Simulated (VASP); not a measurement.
TbW: relaxation of cell and atoms with PBE

The system is TbW.

```
CELL_PARAMETERS angstrom
0.00000 2.88550 2.88550
2.88550 0.00000 2.88550
2.88550 2.88550 0.00000
ATOMIC_POSITIONS crystal
Tb 0.00000 0.00000 0.00000
W 0.50000 0.50000 0.50000
```

The cell was generated, and may not be a known phase.

* Program: VASP 6.6.1
* Task: relaxation of cell and atoms
* Functional: PBE
* Potentials or basis: VASP PAW PBE potentials, release 64 (Tb_3, W_sv), 4f in core
* Cutoff: 500 eV
* k mesh: 6 × 6 × 6
* Occupations: gaussian, width 0.2 eV
* Spin: no spin polarisation
* Dipole correction: no
* Further INCAR settings: ALGO = Normal; EDIFF = 1e-07; IBRION = 2; EDIFFG = -0.08; NSW = 36; ISIF = 3

* Relaxed volume: 24.59 Å³/atom
* Relaxed cell: a = 4.112 Å, b = 4.112 Å, c = 4.112 Å, α = 60.00°, β = 60.00°, γ = 60.00°
* Space group after relaxing (to 0.1 Å): Fm-3m (No. 225)
* Energy gained by relaxing: 3.0 meV/atom
* Ionic steps: 3
* Pressure after relaxing: 0.0 GPa
* Band gap on the k mesh: zero (an odd number of electrons rules out a gap without spin polarisation)

The path:
| step | energy change (eV) | largest force (eV/Å) | pressure (GPa) | volume (Å³) |
| --- | --- | --- | --- | --- |
| 1 | 0.0000 | 0.0000 | 1.76 | 48.05 |
| 2 | -0.0036 | 0.0000 | -1.04 | 49.91 |
| 3 | -0.0061 | 0.0000 | 0.00 | 49.18 |

Final structure:
```yaml
crystal:
  lattice:
    - [0.00000, 2.90787, 2.90787]
    - [2.90787, 0.00000, 2.90787]
    - [2.90787, 2.90787, 0.00000]
  atoms:
    - { symbol: Tb, position: [0.00000, 0.00000, 0.00000] }
    - { symbol: W, position: [0.50000, 0.50000, 0.50000] }
```

Levels at points of the mesh, in eV from the Fermi level:
```
           k point  band 9  band 10  band 11  band 12  band 13  band 14
(0.00, 0.00, 0.00)   -1.81    -1.81    -1.63    -1.63    -1.63     6.37
(0.50, 0.00, 0.00)   -1.73     0.03     0.03     0.99     0.99     1.25
(0.50, 0.50, 0.00)   -2.80    -1.03    -0.76     0.92     1.20     1.20
```

Wall time 66 s on 1 thread of Intel Xeon 8259CL, with other jobs on the host, peak memory 0.15 GiB.

Caveat: spin-orbit coupling is left out, which moves the levels of the heavy elements; the 4f electrons are frozen in the core, so they carry no moment and show no levels. Spin polarisation is off, so any magnetic state and its effect on volume and gap are missing.
